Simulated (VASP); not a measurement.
Wanted: the native input for a VASP 6.6.1 run.

```yaml
Task: single point
Functional: PBEsol
Potentials_or_basis: VASP PAW PBE potentials, release 64 (Al, Cu)
Cutoff: 520 eV
k_mesh: 12 × 12 × 8
Occupations: gaussian, width 0.1 eV
Spin: no spin polarisation
Dipole_correction: no
Further_INCAR_settings: ALGO = Fast; EDIFF = 1e-06; NBANDS = 24
```

The structure of Al3Cu2 lies in POSCAR:

```
Al3Cu2
1.0
    4.0575997454      0.0000000000      0.0000000000
   -2.0287998727      3.5139844579      0.0000000000
    0.0000000000      0.0000000000      4.9322798340
Al Cu
3 2
Direct
    0.0000000000      0.0000000000      0.0000000000
    0.3333333333      0.6666666667      0.3517619968
    0.6666666667      0.3333333333      0.6482380032
    0.3333333333      0.6666666667      0.8424860938
    0.6666666667      0.3333333333      0.1575139062
```

This cell differs from its parent crystal: equal strain along all axes, cell held: -1.0 %, then relaxed in part.

These files were run (other wordings do the same):

INCAR

```
SYSTEM = Al3Cu2
  ALGO = Fast
  EDIFF = 1E-6
  ENCUT = 520
  GGA = PS
  ISIF = 2
  ISMEAR = 0
  LASPH = .TRUE.
  LCHARG = .FALSE.
  LREAL = .FALSE.
  LWAVE = .FALSE.
  NBANDS = 24
  NELM = 80
  PREC = Accurate
  SIGMA = 0.1
```

KPOINTS

```
k-points
0
G
  12 12 8
  0 0 0
```

Potentials or basis: VASP PAW PBE potentials, release 64 (Al, Cu).

The run is started by

```bash
$ cat potpaw_PBE.64/Al/POTCAR potpaw_PBE.64/Cu/POTCAR > POTCAR
$ mpirun -np 1 vasp_std > vasp.out
```

It gave:

```
Pressure      : 3.9 GPa
Largest force : 0.010 eV/Å
```

Caveat: the cell differs from its parent crystal (equal strain along all axes, cell held: -1.0 %, then relaxed in part); the PAW data sets were made with another functional, which shifts forces and pressure a little.

Run time: 3.5 min on 1 thread of Intel(R) Xeon(R) Platinum 8375C CPU @ 2.90GHz (Ice Lake), with other jobs on the host, peak memory 0.31 GiB.
